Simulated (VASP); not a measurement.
# SrTiO3 (P4/mmm) in VASP: a series of runs

SrTiO3 is run at these levels: PBEsol; tasks: single point.

Everything below comes from runs of VASP 6.6.1. Logs are shortened: lines on timing, memory, paths and dates and some standing lists are left out, and cuts for length are marked.

## 1. The cell of the first run

Symmetry: P4/mmm, No. 123, tetragonal system. Conventional cell: a = 3.774 Å, b = 3.774 Å, c = 3.833 Å, α = 90.00°, β = 90.00°, γ = 90.00°. Within 3.5 Å of Sr (site symmetry 4/mmm) lie 12 O at 2.67 to 2.69 Å and 8 Ti at 3.29 Å. Ti (site symmetry 4/mmm) has 6 O at 1.89 to 1.92 Å within 2.5 Å. Within 2.5 Å of O (site symmetry mmm) lie 2 Ti at 1.89 Å. O (site symmetry 4/mmm) has 2 Ti at 1.92 Å within 2.5 Å.

## 2. Single point, PBEsol (strain -0.030 along x and y, -0.015 along z)

File INCAR:

```
SYSTEM = SrTiO3
PREC = Accurate
ENCUT = 520
EDIFF = 1E-6
ISMEAR = 0
SIGMA = 0.05
LREAL = .False.
LASPH = .True.
NELM = 60
ALGO = Normal
ISIF = 2
LWAVE = .False.
LCHARG = .False.
GGA = PS
NBANDS = 28
```

File KPOINTS:

```
regular mesh
0
Gamma
  8 8 8
  0 0 0
```

File POSCAR:

```
SrTiO3
1.0
    3.7743865313      0.0000000000      0.0000000000
    0.0000000000      3.7743865313      0.0000000000
    0.0000000000      0.0000000000      3.8327533334
Sr Ti O
1 1 3
Direct
    0.0000000000      0.0000000000      0.0000000000
    0.5000000000      0.5000000000      0.5000000000
    0.0000000000      0.5000000000      0.5000000000
    0.5000000000      0.0000000000      0.5000000000
    0.5000000000      0.5000000000      0.0000000000
```

Potentials or basis: VASP PAW PBE potentials, release 64 (Sr_sv, Ti_sv, O).

Command:

```
$ cat potpaw_PBE.64/Sr_sv/POTCAR potpaw_PBE.64/Ti_sv/POTCAR potpaw_PBE.64/O/POTCAR > POTCAR
$ mpirun -np 1 vasp_std > vasp.out
```

OUTCAR:

```text
SYSTEM = SrTiO3
   PREC = Accurate
   ENCUT = 520
   EDIFF = 1E-6
   ISMEAR = 0
   LREAL = .False.
   LASPH = .True.
   NELM = 60
   ISIF = 2
   GGA = PS

 ion  position               nearest neighbor table
   1  0.000  0.000  0.000-   5 2.67   5 2.67   5 2.67   5 2.67   4 2.69   3 2.69   4 2.69   3 2.69
                             4 2.69   3 2.69   4 2.69   3 2.69   2 3.29   2 3.29   2 3.29   2 3.29
   2  0.500  0.500  0.500-   3 1.89   4 1.89   4 1.89   3 1.89   5 1.92   5 1.92   1 3.29   1 3.29
                             1 3.29   1 3.29   1 3.29   1 3.29   1 3.29   1 3.29
   3  0.000  0.500  0.500-   2 1.89   2 1.89   1 2.69   1 2.69   1 2.69   1 2.69
   4  0.500  0.000  0.500-   2 1.89   2 1.89   1 2.69   1 2.69   1 2.69   1 2.69
   5  0.500  0.500  0.000-   2 1.92   2 1.92   1 2.67   1 2.67   1 2.67   1 2.67

  LATTYP: Found a simple tetragonal cell.
 ALAT       =     3.7743865313
 C/A-ratio  =     1.0154639175

  Lattice vectors:

 A1 = (   3.7743865313,   0.0000000000,   0.0000000000)
 A2 = (   0.0000000000,   3.7743865313,   0.0000000000)
 A3 = (   0.0000000000,   0.0000000000,   3.8327533334)

Analysis of symmetry for initial positions (statically):
=====================================================================
 Subroutine PRICEL returns:
 Original cell was already a primitive cell.

 Routine SETGRP: Setting up the symmetry group for a
 simple tetragonal supercell.

 Subroutine GETGRP returns: Found 16 space group operations
 (whereof 16 operations were pure point group operations)
 out of a pool of 16 trial point group operations.

The static configuration has the point symmetry D_4h.

Analysis of symmetry for dynamics (positions and initial velocities):
=====================================================================
 Subroutine PRICEL returns:
 Original cell was already a primitive cell.

 Routine SETGRP: Setting up the symmetry group for a
 simple tetragonal supercell.

 Subroutine GETGRP returns: Found 16 space group operations
 (whereof 16 operations were pure point group operations)
 out of a pool of 16 trial point group operations.

The dynamic configuration has the point symmetry D_4h.

 Subroutine INISYM returns: Found 16 space group operations
 (whereof 16 operations are pure point group operations),
 and found     1 'primitive' translations

----------------------------------------------------------------------------------------

                                     Primitive cell

[... 97 lines left out ...]
   LREAL  =      F    real-space projection
   EDIFFG = 0.1E-04   stopping-criterion for IOM
   NSW    =      0    number of steps for IOM
   IBRION =     -1    ionic relax: 0-MD 1-quasi-New 2-CG
   NFREE  =      0    steps in history (QN), initial steepest desc. (CG)
   ISIF   =      2    stress and relaxation
   ISYM   =      2    0-nonsym 1-usesym 2-fastsym
   POTIM  = 0.5000    time-step for ionic-motion
   TEBEG  =    0.0;   TEEND  =   0.0 temperature during run
   PSTRESS=    0.0 pullay stress
   NELECT =      40.0000    total number of electrons
   NUPDOWN=      -1.0000    fix difference up-down
   EMIN   =  10.00;   EMAX   =-10.00  energy-range for DOS
   EFERMI =   0.00;   METHOD = LEGACY
   ISMEAR =     0;   SIGMA  =   0.05  broadening in eV -4-tet -1-fermi 0-gaus
   EFERMI_NEDOS =   21; number of points for ismear=-14 and -15
   IALGO  =     38    algorithm
   IMIX   =      4    mixing-type and parameters
     AMIX     =   0.40;   BMIX     =  1.00
     AMIX_MAG =   1.60;   BMIX_MAG =  1.00
  volume/ion in A,a.u.               =      10.92        73.69
  Fermi-wavevector in a.u.,A,eV,Ry     =   1.475798  2.788854 29.633219  2.177980
  Thomas-Fermi vector in A             =   2.590403
   LORBIT       =      0    0 simple, 1 ext, 2 COOP (PROOUT), +10 PAW based schemes
   GGA     = PS    functional components
   LHFCALC =     F    Hartree Fock is set to
   AEXX    =    0.0000 exact exchange contribution
   IVDW    =     0    specifies the selected vdW correction
   LEPSILON=     F    determine dielectric tensor
   LRPA    =     F    only Hartree local field effects (RPA)
 non-spin polarized calculation
 Gauss-broadening in eV      SIGMA  =   0.05
  energy-cutoff  :      520.00
  volume of cell :       54.60
 maximum number of plane-waves:      1496
   NGX = 15   NGY = 15   NGZ = 15

 number of electron      39.9999992 magnetization

 Free energy of the ion-electron system (eV)
  ---------------------------------------------------
  ext. energy  EPLUGINS =         0.00000000
  ---------------------------------------------------
  free energy    TOTEN  =       -41.76986352 eV

  energy without entropy =      -41.76986352  energy(sigma->0) =      -41.76986352

 E-fermi :   5.1170     XC(G=0): -12.0080

 val. band max:        4.7963131092   @ k =   0.5000   0.5000   0.5000
 cond. band min:       6.6994664494   @ k =   0.0000   0.0000   0.0000
 fundamental gap:      1.9031533402
 Fermi energy:         5.1169566727

 k-point     1 :       0.0000    0.0000    0.0000
  band No.  band energies     occupation
      1     -51.0710      2.00000
      2     -27.6350      2.00000
      3     -27.5094      2.00000
      4     -27.5094      2.00000
      5     -27.4852      2.00000
      6     -12.9161      2.00000
[... 733 lines left out ...]
     27      12.8618      0.00000
     28      13.6151      0.00000

 [... further k-points ...]

------------------------ aborting loop because EDIFF is reached ----------------------------------------

  FORCE on cell =-STRESS in cart. coord.  units (eV):
  Direction    XX          YY          ZZ          XY          YZ          ZX
  --------------------------------------------------------------------------------------
  -------------------------------------------------------------------------------------
  Total        6.6022844      6.6022844      4.8281480      0.0000000     -0.0000000      0.0000000
  in kB      193.7319246    193.7319246    141.6731468      0.0000000     -0.0000000      0.0000000
  external PRESSURE =     176.3789987 kB  Pullay stress =       0.0000000 kB

 VOLUME and BASIS-vectors are now :
 -----------------------------------------------------------------------------
  energy-cutoff  :      520.00
  volume of cell :       54.60
      direct lattice vectors                 reciprocal lattice vectors
     3.774386531  0.000000000  0.000000000     0.264943718  0.000000000  0.000000000
     0.000000000  3.774386531  0.000000000     0.000000000  0.264943718  0.000000000
     0.000000000  0.000000000  3.832753333     0.000000000  0.000000000  0.260909042

 POSITION                                       TOTAL-FORCE (eV/Angst)
 -----------------------------------------------------------------------------------
      0.00000      0.00000      0.00000         0.000000      0.000000      0.000000
      1.88719      1.88719      1.91638         0.000000      0.000000      0.000000
      0.00000      1.88719      1.91638         0.000000      0.000000      0.000000
      1.88719      0.00000      1.91638         0.000000      0.000000      0.000000
      1.88719      1.88719      0.00000         0.000000      0.000000      0.000000
 -----------------------------------------------------------------------------------
    total drift:                                0.000000      0.000000      0.000000

  FREE ENERGIE OF THE ION-ELECTRON SYSTEM (eV)
  ---------------------------------------------------
  free  energy   TOTEN  =       -41.7698635152 eV

  energy  without entropy=      -41.7698635152  energy(sigma->0) =      -41.76986352
```

OSZICAR:

```text
N       E                     dE             d eps       ncg     rms          rms(c)
DAV:   1     0.437618159111E+03    0.43762E+03   -0.21464E+04  4200   0.162E+03
DAV:   2    -0.527479246583E+01   -0.44289E+03   -0.42257E+03  4732   0.450E+02
DAV:   3    -0.489508403941E+02   -0.43676E+02   -0.43349E+02  5784   0.137E+02
DAV:   4    -0.510202712086E+02   -0.20694E+01   -0.20656E+01  6312   0.252E+01
DAV:   5    -0.510594946499E+02   -0.39223E-01   -0.39214E-01  5696   0.319E+00    0.309E+01
DAV:   6    -0.417474568217E+02    0.93120E+01   -0.46005E+01  5832   0.663E+01    0.179E+01
DAV:   7    -0.418103695339E+02   -0.62913E-01   -0.57855E+00  5392   0.184E+01    0.128E+01
DAV:   8    -0.418714808476E+02   -0.61111E-01   -0.14274E+00  5032   0.133E+01    0.401E+00
DAV:   9    -0.417748913272E+02    0.96590E-01   -0.33856E-01  5064   0.666E+00    0.101E+00
DAV:  10    -0.417755431991E+02   -0.65187E-03   -0.98832E-02  5224   0.221E+00    0.703E-01
DAV:  11    -0.417699593901E+02    0.55838E-02   -0.29203E-02  6308   0.145E+00    0.140E-01
DAV:  12    -0.417698618550E+02    0.97535E-04   -0.18522E-03  4960   0.557E-01    0.924E-02
DAV:  13    -0.417698694331E+02   -0.75781E-05   -0.38674E-04  5720   0.148E-01    0.378E-02
DAV:  14    -0.417698671153E+02    0.23178E-05   -0.44853E-05  5596   0.622E-02    0.204E-02
DAV:  15    -0.417698634488E+02    0.36666E-05   -0.11302E-05  5712   0.266E-02    0.124E-02
DAV:  16    -0.417698635152E+02   -0.66415E-07   -0.58842E-06  4928   0.214E-02
   1 F= -.41769864E+02 E0= -.41769864E+02  d E =-.788887E-22
```

stdout:

```text
POSCAR found type information on POSCAR SrTiO
 POSCAR found :  3 types and       5 ions
 scaLAPACK will be used
 -----------------------------------------------------------------------------
|                                                                             |
|                                                                             |
|     You enforced a specific xc type in the INCAR file but a different       |
|     I HOPE YOU KNOW WHAT YOU ARE DOING!                                     |
|                                                                             |
 -----------------------------------------------------------------------------

 LDA part: xc-table for (Slater+PW92), standard interpolation
 POSCAR, INCAR and KPOINTS ok, starting setup
 FFT: planning ... GRIDC
 FFT: planning ... GRID_SOFT
 FFT: planning ... GRID
 WAVECAR not read
 entering main loop
```

Wall time 47 s (1 thread of Intel Xeon 6975P-C (Granite Rapids), shared host); peak memory 0.24 GiB.

What came out:

* Free energy: -41.7699 eV
* Pressure: 17.6 GPa
* Band gap on the k mesh: 1.90 eV (least direct gap 2.22 eV)

Caveat: the cell differs from its parent crystal (strain -0.030 along x and y, -0.015 along z); the cell stands under pressure; the PAW data sets were made with another functional, which shifts forces and pressure a little.

## 3. Single point, PBEsol (strain -0.030 along x and y, +0.000 along z)

File INCAR:

```
ALGO     = Normal         # electronic algorithm
EDIFF    = 1E-6           # SCF threshold, eV
ENCUT    = 520            # plane-wave cutoff, eV
GGA      = PS             # functional
ISIF     = 2              # what is computed and relaxed
ISMEAR   = 0              # smearing method
LASPH    = T              # aspherical terms in the spheres
LCHARG   = F              # write CHGCAR
LREAL    = F              # projectors in reciprocal space
LWAVE    = F              # write WAVECAR
NBANDS   = 28             # bands
NELM     = 60             # most SCF steps
PREC     = Accurate       # precision mode
SIGMA    = 0.05           # smearing width, eV
```

File KPOINTS:

```
k-points
0
Gamma
  8 8 8
```

Changes to POSCAR since step 2:

```diff
@@ -4,3 +4,3 @@
     0.0000000000      3.7743865313      0.0000000000
-    0.0000000000      0.0000000000      3.8327533334
+    0.0000000000      0.0000000000      3.8911201354
 Sr Ti O
```

Potentials or basis: VASP PAW PBE potentials, release 64 (Sr_sv, Ti_sv, O).

Command:

```
$ cat potpaw_PBE.64/Sr_sv/POTCAR potpaw_PBE.64/Ti_sv/POTCAR potpaw_PBE.64/O/POTCAR > POTCAR
$ mpirun -np 1 vasp_std > vasp.out
```

OUTCAR:

```text
EDIFF = 1E-6
   ENCUT = 520
   GGA = PS
   ISIF = 2
   ISMEAR = 0
   LASPH = T
   LREAL = F
   NELM = 60
   PREC = Accurate

 ion  position               nearest neighbor table
   1  0.000  0.000  0.000-   5 2.67   5 2.67   5 2.67   5 2.67   4 2.71   3 2.71   4 2.71   3 2.71
                             4 2.71   3 2.71   4 2.71   3 2.71   2 3.30   2 3.30   2 3.30   2 3.30
   2  0.500  0.500  0.500-   3 1.89   4 1.89   4 1.89   3 1.89   5 1.95   5 1.95   1 3.30   1 3.30
                             1 3.30   1 3.30   1 3.30   1 3.30   1 3.30   1 3.30
[... 952 lines left out ...]
  -------------------------------------------------------------------------------------
  Total        5.9719269      5.9719269      2.6648155      0.0000000     -0.0000000      0.0000000
  in kB      172.6067120    172.6067120     77.0212100      0.0000000     -0.0000000      0.0000000
  external PRESSURE =     140.7448780 kB  Pullay stress =       0.0000000 kB

 VOLUME and BASIS-vectors are now :
 -----------------------------------------------------------------------------
  energy-cutoff  :      520.00
  volume of cell :       55.43
      direct lattice vectors                 reciprocal lattice vectors
     3.774386531  0.000000000  0.000000000     0.264943718  0.000000000  0.000000000
     0.000000000  3.774386531  0.000000000     0.000000000  0.264943718  0.000000000
     0.000000000  0.000000000  3.891120135     0.000000000  0.000000000  0.256995406

 POSITION                                       TOTAL-FORCE (eV/Angst)
 -----------------------------------------------------------------------------------
      0.00000      0.00000      0.00000         0.000000      0.000000      0.000000
      1.88719      1.88719      1.94556         0.000000      0.000000      0.000000
      0.00000      1.88719      1.94556         0.000000      0.000000      0.000000
      1.88719      0.00000      1.94556         0.000000      0.000000      0.000000
      1.88719      1.88719      0.00000         0.000000      0.000000      0.000000
 -----------------------------------------------------------------------------------
    total drift:                                0.000000      0.000000      0.000000

  FREE ENERGIE OF THE ION-ELECTRON SYSTEM (eV)
  ---------------------------------------------------
  free  energy   TOTEN  =       -41.8275121192 eV

  energy  without entropy=      -41.8275121192  energy(sigma->0) =      -41.82751212
```

OSZICAR:

```text
N       E                     dE             d eps       ncg     rms          rms(c)
DAV:   1     0.439730715648E+03    0.43973E+03   -0.21452E+04  4200   0.161E+03
DAV:   2    -0.375832066182E+01   -0.44349E+03   -0.42248E+03  4700   0.450E+02
DAV:   3    -0.489608385930E+02   -0.45203E+02   -0.44800E+02  5744   0.139E+02
DAV:   4    -0.511283294618E+02   -0.21675E+01   -0.21627E+01  6328   0.258E+01
DAV:   5    -0.511715511153E+02   -0.43222E-01   -0.43208E-01  5668   0.331E+00    0.301E+01
DAV:   6    -0.418151377044E+02    0.93564E+01   -0.46028E+01  5876   0.658E+01    0.174E+01
DAV:   7    -0.418780603092E+02   -0.62923E-01   -0.60728E+00  5464   0.186E+01    0.126E+01
DAV:   8    -0.419364459135E+02   -0.58386E-01   -0.14799E+00  4988   0.135E+01    0.388E+00
DAV:   9    -0.418331528346E+02    0.10329E+00   -0.35893E-01  5016   0.679E+00    0.103E+00
DAV:  10    -0.418330777348E+02    0.75100E-04   -0.93844E-02  5360   0.209E+00    0.706E-01
DAV:  11    -0.418275936056E+02    0.54841E-02   -0.27345E-02  6216   0.155E+00    0.136E-01
DAV:  12    -0.418275007106E+02    0.92895E-04   -0.19118E-03  5004   0.558E-01    0.832E-02
DAV:  13    -0.418275199547E+02   -0.19244E-04   -0.39499E-04  6100   0.148E-01    0.442E-02
DAV:  14    -0.418275171885E+02    0.27662E-05   -0.38870E-05  5424   0.500E-02    0.243E-02
DAV:  15    -0.418275121472E+02    0.50413E-05   -0.12758E-05  5804   0.283E-02    0.117E-02
DAV:  16    -0.418275121192E+02    0.28037E-07   -0.54841E-06  4792   0.201E-02
   1 F= -.41827512E+02 E0= -.41827512E+02  d E =-.597252E-11
```

Run time: 47 s. Hardware: 1 thread of Intel Xeon 6975P-C (Granite Rapids), shared host; peak memory 0.24 GiB.

Results:

```
Free energy            : -41.8275 eV
Pressure               : 14.1 GPa
Band gap on the k mesh : 1.84 eV (least direct gap 2.19 eV)
```

Stress tensor (GPa, compression positive):
```
17.26  0.00  0.00
 0.00 17.26  0.00
 0.00  0.00  7.70
```

Caveat: the cell differs from its parent crystal (strain -0.030 along x and y, +0.000 along z); the cell stands under pressure; the PAW data sets were made with another functional, which shifts forces and pressure a little. A k mesh can miss the band edges.

## 4. Single point, PBEsol (strain -0.015 along x and y, -0.030 along z)

File INCAR:

```
PREC     = Accurate       # precision mode
ENCUT    = 520            # plane-wave cutoff, eV
EDIFF    = 1E-7           # SCF threshold, eV
ISMEAR   = 0              # smearing method
SIGMA    = 0.05           # smearing width, eV
LREAL    = False          # projectors in reciprocal space
LASPH    = True           # aspherical terms in the spheres
NELM     = 60             # most SCF steps
ALGO     = Normal         # electronic algorithm
ISIF     = 2              # what is computed and relaxed
LWAVE    = False          # write WAVECAR
LCHARG   = True           # write CHGCAR
GGA      = PS             # functional
LELF     = True           # ELF
LVHAR    = True         
NBANDS   = 28             # bands
```

File KPOINTS:

```
Automatic mesh
0
Gamma
  8 8 8
```

Changes to POSCAR since step 3:

```diff
@@ -2,5 +2,5 @@
 1.0
-    3.7743865313      0.0000000000      0.0000000000
-    0.0000000000      3.7743865313      0.0000000000
-    0.0000000000      0.0000000000      3.8911201354
+    3.8327533334      0.0000000000      0.0000000000
+    0.0000000000      3.8327533334      0.0000000000
+    0.0000000000      0.0000000000      3.7743865313
 Sr Ti O
```

Command:

```
$ cat potpaw_PBE.64/Sr_sv/POTCAR potpaw_PBE.64/Ti_sv/POTCAR potpaw_PBE.64/O/POTCAR > POTCAR
$ mpirun -np 1 vasp_std > vasp.out
```

Run time: 65 s. Hardware: 1 thread of Intel Xeon 6975P-C (Granite Rapids), shared host; peak memory 0.24 GiB.

The run converged. Its results:

| Item | Value |
| --- | --- |
| Free energy | -41.8536 eV |
| Pressure | 13.8 GPa |
| Band gap on the k mesh | 1.89 eV (least direct gap 2.19 eV) |

Stress tensor (GPa, compression positive):
```
12.10  0.00  0.00
 0.00 12.10  0.00
 0.00  0.00 17.18
```

Levels at points of the mesh, in eV from the valence-band top:
```
           k point  band 18  band 19  band 20  band 21  band 22  band 23
(0.00, 0.00, 0.00)    -0.33    -0.33    -0.30     1.89     1.92     1.92
(0.50, 0.00, 0.00)    -2.28    -0.72    -0.72     2.13     4.09     4.09
(0.50, 0.50, 0.00)    -1.74    -1.66    -0.16     4.10     4.10     4.56
(0.00, 0.00, 0.50)    -2.29    -0.75    -0.75     2.12     4.25     4.25
(0.50, 0.00, 0.50)    -1.64    -1.64    -0.11     4.10     4.26     4.67
(0.50, 0.50, 0.50)    -0.04     0.00     0.00     4.86     4.96     4.96
```

Caveat: the cell differs from its parent crystal (strain -0.015 along x and y, -0.030 along z); the cell stands under pressure; the PAW data sets were made with another functional, which shifts forces and pressure a little.

## 5. Summary

| cell | gap on the mesh (eV) | pressure (GPa) |
| --- | --- | --- |
| a = 3.774, b = 3.774, c = 3.833 Å, 5 atoms | 1.90 | 17.6 |
| a = 3.774, b = 3.774, c = 3.891 Å, 5 atoms | 1.84 | 14.1 |
| a = 3.833, b = 3.833, c = 3.774 Å, 5 atoms | 1.89 | 13.8 |

Alike in all rows: task single point; level PBEsol; potentials or basis VASP PAW PBE potentials, release 64 (Sr_sv, Ti_sv, O); no spin polarisation; k mesh 8 × 8 × 8; cutoff (eV) 520; smearing gaussian 0.05 eV.

Caveats: the cell stands under pressure; the PAW data sets were made with another functional, which shifts forces and pressure a little.

Total energies depend on the potentials used, so only differences within one code and one set of settings carry meaning.
